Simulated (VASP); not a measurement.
# Hf (I4/mmm) in VASP: notebook

Runs on Hf. Level: PBEsol. Tasks: single point.

Program: VASP 6.6.1. These are calculated values, not measurements. Logs are shortened: lines on timing, memory, paths and dates and some standing lists are left out, and cuts for length are marked.

**1. The cell of the first run**

Symmetry: I4/mmm, No. 139, tetragonal system. The conventional cell has a = 3.429 Å, b = 3.429 Å, c = 3.700 Å, α = 90.00°, β = 90.00°, γ = 90.00°. Within 4.0 Å of Hf (site symmetry 4/mmm) lie 14 Hf at 3.05 to 3.70 Å.

**2. Single point, PBEsol (strain -0.050 along x and y, +0.025 along z)**

INCAR

```
SYSTEM = Hf
  ALGO = Normal
  EDIFF = 1E-7
  ENCUT = 520
  GGA = PS
  ISIF = 2
  ISMEAR = 0
  LASPH = .TRUE.
  LCHARG = .FALSE.
  LREAL = .FALSE.
  LWAVE = .FALSE.
  NBANDS = 11
  NELM = 100
  PREC = Accurate
  SIGMA = 0.15
```

KPOINTS

```
k-points
0
G
  18 18 18
  0 0 0
```

POSCAR

```
Hf
1.0
   -1.7147500000      1.7147500000      1.8501250000
    1.7147500000     -1.7147500000      1.8501250000
    1.7147500000      1.7147500000     -1.8501250000
Hf
1
Direct
    0.0000000000      0.0000000000      0.0000000000
```

Potentials or basis: VASP PAW PBE potentials, release 64 (Hf_pv).

The run is started by

```bash
cat potpaw_PBE.64/Hf_pv/POTCAR > POTCAR
mpirun -np 1 vasp_std > vasp.out
```

OUTCAR:

```text
SYSTEM = Hf
   EDIFF = 1E-7
   ENCUT = 520
   GGA = PS
   ISIF = 2
   ISMEAR = 0
   LASPH = .TRUE.
   LREAL = .FALSE.
   NELM = 100
   PREC = Accurate

 ion  position               nearest neighbor table
   1  0.000  0.000  0.000-

  LATTYP: Found a body centered tetragonal cell.
 ALAT       =     3.4295000000
 C/A-ratio  =     1.0789473684

  Lattice vectors:

 A1 = (  -1.7147500000,   1.7147500000,   1.8501250000)
 A2 = (   1.7147500000,  -1.7147500000,   1.8501250000)
 A3 = (   1.7147500000,   1.7147500000,  -1.8501250000)

Analysis of symmetry for initial positions (statically):
=====================================================================
 Subroutine PRICEL returns:
 Original cell was already a primitive cell.

 Routine SETGRP: Setting up the symmetry group for a
 body centered tetragonal supercell.

 Subroutine GETGRP returns: Found 16 space group operations
 (whereof 16 operations were pure point group operations)
 out of a pool of 16 trial point group operations.

The static configuration has the point symmetry D_4h.

Analysis of symmetry for dynamics (positions and initial velocities):
=====================================================================
 Subroutine PRICEL returns:
 Original cell was already a primitive cell.

 Routine SETGRP: Setting up the symmetry group for a
 body centered tetragonal supercell.

 Subroutine GETGRP returns: Found 16 space group operations
 (whereof 16 operations were pure point group operations)
 out of a pool of 16 trial point group operations.

The dynamic configuration has the point symmetry D_4h.

 Subroutine INISYM returns: Found 16 space group operations
 (whereof 16 operations are pure point group operations),
 and found     1 'primitive' translations

----------------------------------------------------------------------------------------

                                     Primitive cell

  volume of cell :      21.7602

  direct lattice vectors                    reciprocal lattice vectors
    -1.714750000  1.714750000  1.850125000     0.000000000  0.291587695  0.270252010
     1.714750000 -1.714750000  1.850125000     0.291587695  0.000000000  0.270252010
     1.714750000  1.714750000 -1.850125000     0.291587695  0.291587695  0.000000000

  length of vectors
     3.050196328  3.050196328  3.050196328     0.397567017  0.397567017  0.412367273

  position of ions in fractional coordinates (direct lattice)
     0.000000000  0.000000000  0.000000000

  ion indices of the primitive-cell ions
   primitive index   ion index
                 1           1

----------------------------------------------------------------------------------------

 KPOINTS: k-points

Automatic generation of k-mesh.
 Grid dimensions read from file:
 generate k-points for:   18   18   18

 Generating k-lattice:

  Cartesian coordinates                     Fractional coordinates (reciprocal lattice)
     0.000000000  0.016199316  0.015014001     0.055555556 -0.000000000  0.000000000
     0.016199316  0.000000000  0.015014001    -0.000000000  0.055555556  0.000000000
     0.016199316  0.016199316  0.000000000     0.000000000  0.000000000  0.055555556

  Length of vectors
     0.022087056  0.022087056  0.022909293

  Shift w.r.t. Gamma in fractional coordinates (k-lattice)
     0.000000000  0.000000000  0.000000000

 Subroutine IBZKPT returns following result:
 ===========================================

 Found    480 irreducible k-points:

 Following reciprocal coordinates:
            Coordinates               Weight
  0.000000  0.000000  0.000000      1.000000
  0.055556  0.000000 -0.000000      8.000000
  0.111111  0.000000 -0.000000      8.000000
  0.166667  0.000000  0.000000      8.000000
  0.222222  0.000000 -0.000000      8.000000
  0.277778  0.000000  0.000000      8.000000
[... 16 lines left out ...]
 -0.277778  0.055556 -0.000000     16.000000
 -0.222222  0.055556  0.000000     16.000000
 [... further k-points ...]
   k-points           NKPTS =    480   k-points in BZ     NKDIM =    480   number of bands    NBANDS=     11
   number of dos      NEDOS =    301   number of ions     NIONS =      1
   total plane-waves  NPLWV =  13824
   dimension x,y,z NGX =    24 NGY =   24 NGZ =   24
   dimension x,y,z NGXF=    48 NGYF=   48 NGZF=   48
   ions per type =               1
   NGX,Y,Z   is equivalent  to a cutoff of  13.08, 13.08, 13.08 a.u.
   NGXF,Y,Z  is equivalent  to a cutoff of  26.16, 26.16, 26.16 a.u.
 SYSTEM =  Hf
   PREC   = accura    normal or accurate (medium, high low for compatibility)
   ISTART =      0    job   : 0-new  1-cont  2-samecut
   ICHARG =      2    charge: 1-file 2-atom 10-const
   ISPIN  =      1    spin polarized calculation?
   LNONCOLLINEAR =      F non collinear calculations
   LSORBIT =      F    spin-orbit coupling
   LASPH  =      T    aspherical Exc in radial PAW
   ENCUT  =  520.0 eV  38.22 Ry    6.18 a.u.   5.67  5.67  5.67*2*pi/ulx,y,z
   NELM   =    100;   NELMIN=  2; NELMDL= -5     # of ELM steps
   EDIFF  = 0.1E-06   stopping-criterion for ELM
   LREAL  =      F    real-space projection
   EDIFFG = 0.1E-05   stopping-criterion for IOM
   NSW    =      0    number of steps for IOM
   IBRION =     -1    ionic relax: 0-MD 1-quasi-New 2-CG
   NFREE  =      0    steps in history (QN), initial steepest desc. (CG)
   ISIF   =      2    stress and relaxation
   ISYM   =      2    0-nonsym 1-usesym 2-fastsym
   POTIM  = 0.5000    time-step for ionic-motion
   TEBEG  =    0.0;   TEEND  =   0.0 temperature during run
   PSTRESS=    0.0 pullay stress
   NELECT =      10.0000    total number of electrons
   NUPDOWN=      -1.0000    fix difference up-down
   EMIN   =  10.00;   EMAX   =-10.00  energy-range for DOS
   EFERMI =   0.00;   METHOD = LEGACY
   ISMEAR =     0;   SIGMA  =   0.15  broadening in eV -4-tet -1-fermi 0-gaus
   EFERMI_NEDOS =   21; number of points for ismear=-14 and -15
   IALGO  =     38    algorithm
   IMIX   =      4    mixing-type and parameters
     AMIX     =   0.40;   BMIX     =  1.00
     AMIX_MAG =   1.60;   BMIX_MAG =  1.00
  volume/ion in A,a.u.               =      21.76       146.85
  Fermi-wavevector in a.u.,A,eV,Ry     =   1.263341  2.387368 21.715314  1.596031
  Thomas-Fermi vector in A             =   2.396703
   LORBIT       =      0    0 simple, 1 ext, 2 COOP (PROOUT), +10 PAW based schemes
   GGA     = PS    functional components
   LHFCALC =     F    Hartree Fock is set to
   AEXX    =    0.0000 exact exchange contribution
   IVDW    =     0    specifies the selected vdW correction
   LEPSILON=     F    determine dielectric tensor
   LRPA    =     F    only Hartree local field effects (RPA)
 non-spin polarized calculation
 Gauss-broadening in eV      SIGMA  =   0.15
  energy-cutoff  :      520.00
  volume of cell :       21.76
 maximum number of plane-waves:       603
   NGX = 11   NGY = 11   NGZ = 11

 number of electron      10.0000002 magnetization

 Free energy of the ion-electron system (eV)
  ---------------------------------------------------
  ext. energy  EPLUGINS =         0.00000000
  ---------------------------------------------------
  free energy    TOTEN  =       -10.34913725 eV

  energy without entropy =      -10.32701338  energy(sigma->0) =      -10.33807531

 E-fermi :   4.6197     XC(G=0): -11.5182

 val. band max:        4.6121400841   @ k =   0.4444   0.2778   0.1111
 cond. band min:       4.6206870503   @ k =  -0.2778  -0.4444   0.0556
 fundamental gap:      0.0085469661
 Fermi energy:         4.6197019654

 k-point     1 :       0.0000    0.0000    0.0000
  band No.  band energies     occupation
      1     -25.0758      2.00000
      2     -25.0745      2.00000
      3     -25.0745      2.00000
      4      -2.5303      2.00000
      5       5.9082      0.00000
      6       5.9082      0.00000
      7       6.7299      0.00000
      8       8.3874      0.00000
      9       9.5197      0.00000
     10      17.3335      0.00000
     11      17.9441      0.00000

 k-point     2 :       0.0556    0.0000   -0.0000
  band No.  band energies     occupation
      1     -25.1047      2.00000
      2     -25.0828      2.00000
      3     -25.0752      2.00000
      4      -2.4143      2.00000
      5       5.8838      0.00000
      6       5.9297      0.00000
      7       6.7422      0.00000
      8       8.3002      0.00000
      9       9.4606      0.00000
     10      17.5736      0.00000
     11      17.9438      0.00000

 k-point     3 :       0.1111    0.0000   -0.0000
  band No.  band energies     occupation
      1     -25.1890      2.00000
      2     -25.1066      2.00000
      3     -25.0751      2.00000
      4      -2.0761      2.00000
      5       5.7786      0.00000
      6       5.8863      0.00000
      7       6.9043      0.00000
      8       8.1141      0.00000
      9       9.3425      0.00000
     10      17.9427      0.00000
     11      18.1030      0.00000

 k-point     4 :       0.1667    0.0000    0.0000
  band No.  band energies     occupation
      1     -25.3157      2.00000
      2     -25.1429      2.00000
      3     -25.0749      2.00000
      4      -1.5472      2.00000
      5       5.5392      0.00000
      6       5.6727      0.00000
      7       7.3602      0.00000
      8       8.0029      0.00000
      9       9.2482      0.00000
     10      17.9400      0.00000
     11      18.4499      0.00000

 k-point     5 :       0.2222    0.0000   -0.0000
  band No.  band energies     occupation
      1     -25.4675      2.00000
      2     -25.1870      2.00000
      3     -25.0747      2.00000
      4      -0.8842      2.00000
      5       5.2061      0.00000
      6       5.3670      0.00000
      7       8.0520      0.00000
      8       8.0695      0.00000
      9       9.2240      0.00000
     10      17.9229      0.00000
     11      18.1325      0.00000
[... 211 lines left out ...]
 k-point    21 :      -0.3889    0.0556    0.0000
  band No.  band energies     occupation
      1     -25.8312      2.00000
      2     -25.3011      2.00000
      3     -25.0886      2.00000
      4       0.7856      2.00000
      5       4.6284      0.93460
      6       4.8735      0.01672
      7       8.2332      0.00000
      8       9.7940      0.00000
      9      10.6045      0.00000
     10      16.2702      0.00000
     11      16.7126      0.00000

 k-point    22 :      -0.3333    0.0556    0.0000
  band No.  band energies     occupation
      1     -25.7054      2.00000
      2     -25.2591      2.00000
      3     -25.0893      2.00000
      4       0.2596      2.00000
      5       4.7928      0.10273
      6       4.8772      0.01520
      7       8.1364      0.00000
      8       9.4641      0.00000
      9       9.6613      0.00000
     10      17.2092      0.00000
     11      17.7829      0.00000

 k-point    23 :      -0.2778    0.0556   -0.0000
  band No.  band energies     occupation
      1     -25.5583      2.00000
      2     -25.2111      2.00000
      3     -25.0895      2.00000
      4      -0.4213      2.00000
      5       4.9633      0.00120
      6       5.1885      0.00000
      7       8.0450      0.00000
      8       8.5413      0.00000
      9       9.4037      0.00000
     10      17.9154      0.00000
     11      18.1023      0.00000

 k-point    24 :      -0.2222    0.0556    0.0000
  band No.  band energies     occupation
      1     -25.4067      2.00000
      2     -25.1630      2.00000
      3     -25.0893      2.00000
      4      -1.1202      2.00000
      5       5.2495      0.00000
      6       5.5427      0.00000
      7       7.7049      0.00000
      8       8.0388      0.00000
      9       9.2635      0.00000
     10      17.9380      0.00000
     11      18.6286      0.00000

 [... further k-points ...]
[... 5 lines left out ...]
  --------------------------------------------------------------------------------------
  -------------------------------------------------------------------------------------
  Total       -0.4331485     -0.4331485     -0.0854882      0.0000000      0.0000000      0.0000000
  in kB      -31.8922137    -31.8922137     -6.2943935      0.0000000      0.0000000      0.0000000
  external PRESSURE =     -23.3596070 kB  Pullay stress =       0.0000000 kB

 VOLUME and BASIS-vectors are now :
 -----------------------------------------------------------------------------
  energy-cutoff  :      520.00
  volume of cell :       21.76
      direct lattice vectors                 reciprocal lattice vectors
    -1.714750000  1.714750000  1.850125000     0.000000000  0.291587695  0.270252010
     1.714750000 -1.714750000  1.850125000     0.291587695  0.000000000  0.270252010
     1.714750000  1.714750000 -1.850125000     0.291587695  0.291587695  0.000000000

 POSITION                                       TOTAL-FORCE (eV/Angst)
 -----------------------------------------------------------------------------------
      0.00000      0.00000      0.00000         0.000000      0.000000      0.000000
 -----------------------------------------------------------------------------------
    total drift:                               -0.000000      0.000000      0.000000

  FREE ENERGIE OF THE ION-ELECTRON SYSTEM (eV)
  ---------------------------------------------------
  free  energy   TOTEN  =       -10.3491372458 eV

  energy  without entropy=      -10.3270133807  energy(sigma->0) =      -10.33807531
```

Wall time 38 s (1 thread of Intel Xeon 6975P-C (Granite Rapids), shared host); peak memory 0.23 GiB.

What came out:

```
Free energy            : -10.3491 eV
Pressure               : -2.3 GPa
Band gap on the k mesh : zero (band 5 reaches 5.98 eV, above the bottom of band 6 at 3.90 eV)
```

Stress tensor (GPa, compression positive):
```
-3.19  0.00  0.00
 0.00 -3.19  0.00
 0.00  0.00 -0.63
```

Caveat: the cell differs from its parent crystal (strain -0.050 along x and y, +0.025 along z); the PAW data sets were made with another functional, which shifts forces and pressure a little; spin-orbit coupling is left out, which moves the levels of the heavy elements.

**3. Single point, PBEsol (strain -0.050 along x and y, +0.050 along z)**

INCAR, as its differences from that of step 2:

```diff
@@ -1,4 +1,4 @@
 SYSTEM = Hf
-  ALGO = Normal
-  EDIFF = 1E-7
+  ALGO = Fast
+  EDIFF = 1E-6
   ENCUT = 520
```

KPOINTS is that of step 2.

POSCAR

```
Hf
1.0
   -1.7147500000      1.7147500000      1.8952500000
    1.7147500000     -1.7147500000      1.8952500000
    1.7147500000      1.7147500000     -1.8952500000
Hf
1
Direct
    0.0000000000      0.0000000000      0.0000000000
```

Potentials or basis: VASP PAW PBE potentials, release 64 (Hf_pv).

The run is started by

```bash
cat potpaw_PBE.64/Hf_pv/POTCAR > POTCAR
mpirun -np 1 vasp_std > vasp.out
```

Wall time 38 s (1 thread of Intel Xeon 6975P-C (Granite Rapids), shared host); peak memory 0.23 GiB.

Results (log left out):

```
Free energy            : -10.3448 eV
Pressure               : -4.5 GPa
Band gap on the k mesh : zero (band 5 reaches 5.80 eV, above the bottom of band 6 at 3.77 eV)
```

Stress tensor (GPa, compression positive):
```
-5.71  0.00  0.00
 0.00 -5.71  0.00
 0.00  0.00 -2.03
```

Levels at points of the mesh, in eV from the Fermi level:
| k point | band 3 | band 4 | band 5 | band 6 | band 7 | band 8 |
| --- | --- | --- | --- | --- | --- | --- |
| (0.00, 0.00, 0.00) | -29.81 | -7.09 | 1.21 | 1.21 | 2.24 | 3.48 |
| (0.50, 0.00, 0.00) | -29.82 | -3.47 | -0.12 | 0.90 | 3.28 | 5.29 |
| (0.50, 0.50, 0.00) | -29.87 | -3.34 | -1.22 | 1.49 | 5.06 | 5.63 |
| (0.50, 0.50, 0.50) | -30.33 | -2.77 | -2.47 | 5.74 | 6.56 | 6.90 |

Caveat: the cell differs from its parent crystal (strain -0.050 along x and y, +0.050 along z); the PAW data sets were made with another functional, which shifts forces and pressure a little; spin-orbit coupling is left out, which moves the levels of the heavy elements.
